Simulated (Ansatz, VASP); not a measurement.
W in VASP and in Ansatz

```
CELL_PARAMETERS angstrom
-1.67717 1.67717 1.63723
1.67717 -1.67717 1.63723
1.67717 1.67717 -1.63723
ATOMIC_POSITIONS crystal
W 0.00000 0.00000 0.00000
```

Change from the starting cell: strain +0.050 along x and y, +0.025 along z, atoms carried along.

Alike in both runs: task single point; functional PBEsol; k mesh 20 × 20 × 20; occupations gaussian, width 0.15 eV; no spin polarisation.

```csv
,VASP,Ansatz
version,VASP 6.6.1,Ansatz 0.2.0
potentials or method,"VASP PAW PBE potentials, release 64 (W_sv), cutoff 520 eV","scalar-relativistic, plane waves, PAW"
valence electrons in the cell,14,14
```

```tsv
	VASP	Ansatz	Ansatz less VASP
gap on the k mesh at the Fermi level (eV)	none	none	-
pressure (GPa)	-36.7	-36.9	-0.22
traceless stress, the component that is largest in VASP (GPa)	3.80	3.80	+0.002
```

VASP's potentials were made for PBE, not for PBEsol. A gap of «none» marks a metal or a gap that the smearing closes. Both programs put the cell under strong tension, so it lies far from rest at this level.

Spin-orbit coupling is off throughout. Noted on VASP's run: the cell as given lies far from equilibrium.
